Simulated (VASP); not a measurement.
Set up this calculation in VASP 6.6.1, as the native input.

```yaml
Task: relaxation of cell and atoms
Functional: PBE
Potentials_or_basis: VASP PAW PBE potentials, release 64 (Zr_sv, Al, B, N)
Cutoff: 600 eV
k_mesh: 3 × 3 × 4
Occupations: gaussian, width 0.15 eV
Spin: no spin polarisation
Dipole_correction: no
Further_INCAR_settings: ALGO = Normal; EDIFF = 1e-07; IBRION = 2; EDIFFG = -0.08; NSW = 36; ISIF = 3
```

The structure of ZrAl3B3N lies in POSCAR:

```
ZrAl3B3N
1.0
    3.3418362600     -4.2192298400      0.0000000000
    3.3418362600      4.2192298400      0.0000000000
   -1.7299772400      0.0000000000      3.3229826500
Zr Al B N
1 3 3 1
Direct
    0.0000000000      0.0000000000      0.0000000000
    0.0000000000      0.5000000000      0.0000000000
    0.5000000000      0.0000000000      0.0000000000
    0.5000000000      0.5000000000      0.0000000000
    0.7347422900      0.2652577100      0.0000000000
    0.2652577100      0.7347422900      0.0000000000
    0.0000000000      0.0000000000      0.5000000000
    0.5000000000      0.5000000000      0.5000000000
```

The cell was generated, and may not be a known phase.

One way to write it, as run:

INCAR

```
SYSTEM = ZrAl3B3N
PREC = Accurate
ENCUT = 600
EDIFF = 1E-7
ISMEAR = 0
SIGMA = 0.15
LREAL = .FALSE.
LASPH = .TRUE.
NELM = 80
ALGO = Normal
ISIF = 3
LWAVE = .FALSE.
LCHARG = .FALSE.
GGA = PE
IBRION = 2
NSW = 36
EDIFFG = -0.08
```

KPOINTS

```
Automatic mesh
0
G
  3 3 4
  0 0 0
```

Potentials or basis: VASP PAW PBE potentials, release 64 (Zr_sv, Al, B, N).

The run is started by

```console
$ cat potpaw_PBE.64/Zr_sv/POTCAR potpaw_PBE.64/Al/POTCAR potpaw_PBE.64/B/POTCAR potpaw_PBE.64/N/POTCAR > POTCAR
$ mpirun -np 1 vasp_std > vasp.out
```

It gave:

| Item | Value |
| --- | --- |
| Relaxed volume | 13.07 Å³/atom |
| Relaxed cell | a = 6.017 Å, b = 6.017 Å, c = 5.401 Å, α = 123.95°, β = 123.95°, γ = 96.96° |
| Space group after relaxing (to 0.1 Å) | C2/m (No. 12) |
| Energy gained by relaxing | 1283.5 meV/atom |
| Ionic steps | 19 |
| Pressure after relaxing | -0.3 GPa |
| Largest force after relaxing | 0.026 eV/Å |
| Band gap on the k mesh | zero (an odd number of electrons rules out a gap without spin polarisation) |

Caveat: the k points lie up to 0.54 Å⁻¹ apart in the final cell, too coarse for converged energies and pressures of a metal; a cell axis changed by over 15 % at a fixed basis, so the end point is rough; an odd number of electrons without spin polarisation forces a metal; a magnetic or distorted state may lie lower.

It took 5.4 min on 1 thread of Intel(R) Xeon(R) 6975P-C (Granite Rapids) (shared host), peak memory 0.29 GiB.
